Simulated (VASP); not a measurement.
Input of a VASP 6.6.1 run:

File POSCAR:

```
TlBr
1.0
    3.9451847160      0.0000000000      0.0000000000
    0.0000000000      3.9451847160      0.0000000000
    0.0000000000      0.0000000000      3.9451847160
Tl Br
1 1
Direct
    0.0000000000      0.0000000000      0.0000000000
    0.5000000000      0.5000000000      0.5000000000
```

The input INCAR.step1:

```
PREC     = Accurate       # precision mode
ENCUT    = 400            # plane-wave cutoff, eV
EDIFF    = 1E-5           # SCF threshold, eV
ISMEAR   = 0              # smearing method
SIGMA    = 0.01           # smearing width, eV
LREAL    = False          # projectors in reciprocal space
LASPH    = True           # aspherical terms in the spheres
NELM     = 120            # most SCF steps
ALGO     = Normal         # electronic algorithm
ISIF     = 2              # what is computed and relaxed
LWAVE    = True           # write WAVECAR
LCHARG   = False          # write CHGCAR
NBANDS   = 17             # bands
GGA      = PE             # functional
GGA_COMPAT= False
```

Contents of INCAR.step2:

```
PREC     = Accurate       # precision mode
ENCUT    = 400            # plane-wave cutoff, eV
EDIFF    = 1E-6           # SCF threshold, eV
ISMEAR   = 0              # smearing method
SIGMA    = 0.01           # smearing width, eV
LREAL    = False          # projectors in reciprocal space
LASPH    = True           # aspherical terms in the spheres
NELM     = 120            # most SCF steps
ALGO     = Normal         # electronic algorithm
ISIF     = 2              # what is computed and relaxed
LWAVE    = False          # write WAVECAR
LCHARG   = False          # write CHGCAR
GGA      = PE             # functional
LHFCALC  = True           # exact exchange
AEXX     = 1.0            # exact-exchange fraction
ALDAC    = 0.0          
AGGAC    = 0.0          
PRECFOCK = Normal       
NBANDS   = 17             # bands
ISTART   = 1            
GGA_COMPAT= False
```

Contents of KPOINTS:

```
Automatic mesh
0
Gamma
  4 4 4
```

Potentials or basis: VASP PAW PBE potentials, release 64 (Tl_d, Br).

Run with:

```sh
$ cat potpaw_PBE.64/Tl_d/POTCAR potpaw_PBE.64/Br/POTCAR > POTCAR
$ cp INCAR.step1 INCAR
$ mpirun -np 1 vasp_std > vasp.out
$ cp INCAR.step2 INCAR
$ mpirun -np 1 vasp_std > vasp.out
```

Q: Predict the band gap on the k mesh.

A: 7.71 eV.

Q: What does it give for the pressure?

A: 6.5 GPa.

Caveat: the cell stands under pressure; the PAW data sets were made with another functional, which shifts forces and pressure a little; spin-orbit coupling is left out, which moves the levels of the heavy elements. A k mesh can miss the band edges.
